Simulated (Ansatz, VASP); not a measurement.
**Ir in VASP and in Ansatz**

INCAR

```
PREC     = Accurate       # precision mode
ENCUT    = 600            # plane-wave cutoff, eV
EDIFF    = 1E-6           # SCF threshold, eV
ISMEAR   = -1             # smearing method
SIGMA    = 0.05           # smearing width, eV
LREAL    = F              # projectors in reciprocal space
LASPH    = T              # aspherical terms in the spheres
NELM     = 60             # most SCF steps
ALGO     = Normal         # electronic algorithm
ISIF     = 3              # what is computed and relaxed
LWAVE    = F              # write WAVECAR
LCHARG   = F              # write CHGCAR
GGA      = PE             # functional
IBRION   = 2              # ionic algorithm
NSW      = 45             # ionic steps
EDIFFG   = -0.005         # ionic threshold
```

The input KPOINTS:

```
Automatic mesh
0
Gamma
  17 17 9
```

File POSCAR:

```
Ir
1.0
    2.7493257706      0.0000000000      0.0000000000
   -1.3746628853      2.3809859606      0.0000000000
    0.0000000000      0.0000000000      4.4497555383
Ir
2
Direct
    0.3333333333      0.6666666667      0.2500000000
    0.6666666667      0.3333333333      0.7500000000
```

Input for Ansatz:

```yaml
crystal:
  lattice:
    - [2.7493257706, 0.0, 0.0]
    - [-1.3746628853, 2.3809859606, 0.0]
    - [0.0, 0.0, 4.4497555383]
  atoms:
    - { symbol: Ir, position: [0.3333333333, 0.6666666667, 0.25] }
    - { symbol: Ir, position: [0.6666666667, 0.3333333333, 0.75] }
kpoints:
  mp_grid: { grid: [17, 17, 9] }
scf:
  occupations: { method: fermi_dirac, width: 0.05 }
hamiltonian:
  xc: pbe
  pseudopotentials:
    kind: all_electron
    lapw: { basis_error: 0.0005 }
    relativity: none
output:
  forces: true
  stress: true
  eigenvalues: true
  populations: true
relax:
  f_tol: 0.005
  max_steps: 25
  cell: {}
```

Alike in both runs: task relaxation of cell and atoms; functional PBE; k mesh 17 × 17 × 9; occupations fermi-dirac, width 0.05 eV; no spin polarisation.

|  | VASP | Ansatz |
| --- | --- | --- |
| version | VASP 6.6.1 | Ansatz 0.2.0 |
| potentials or method | VASP PAW PBE potentials, release 64 (Ir), cutoff 600 eV | all-electron LAPW, non-relativistic |

```tsv
	VASP	Ansatz	Ansatz less VASP
relaxed volume (Å³/atom)	14.59	16.33	+1.740
relaxed cell length with the largest relative difference (Å)	2.751	2.860	+0.1092
```

Ansatz ran all-electron here, and VASP with PAW potentials.

Spin-orbit coupling is off throughout.
